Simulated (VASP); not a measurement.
Runs of VASP 6.6.1 on CdS. The structure is that of space group Fm-3m (No. 225), or close to it. The cells are those of the table. 

```tsv
cell	gap on the mesh (eV)	pressure (GPa)
a = 3.836, b = 3.836, c = 3.894 Å, angles 59.5, 59.5, 61.0°, 2 atoms	none	-4.2
a = 3.924, b = 3.924, c = 3.835 Å, angles 60.7, 60.7, 58.5°, 2 atoms	none	-6.1
a = 3.836, b = 3.836, c = 3.777 Å, angles 60.5, 60.5, 59.0°, 2 atoms	none	-1.9
a = 3.777 Å, angles 60.0°, 2 atoms	none	(a)
a = 3.865, b = 3.865, c = 3.835 Å, angles 60.3, 60.3, 59.5°, 2 atoms	none	-4.4
a = 3.806, b = 3.806, c = 3.777 Å, angles 60.3, 60.3, 59.5°, 2 atoms	none	(c)
a = 3.953, b = 3.953, c = 3.894 Å, angles 60.5, 60.5, 59.0°, 2 atoms	none	-7.9
a = 4.010 Å, angles 60.0°, 2 atoms	none	(b)
```

Alike in all rows: task single point; level LDA; potentials or basis VASP PAW LDA potentials, release 64 (Cd, S); no spin polarisation; k mesh 16 × 16 × 16; cutoff (eV) 520; smearing gaussian 0.15 eV.

Question: Estimate the missing entries.

Answer: (a) 0.6; (b) -10.6; (c) -0.7.

Caveats: semilocal functionals underestimate gaps, and a narrow one can read as zero; the cell stands under tension (at least some runs).

A k mesh can miss the band edges, and the runs leave out spin-orbit coupling on Cd.

A gap of «none» marks levels without a gap at the run's occupations.
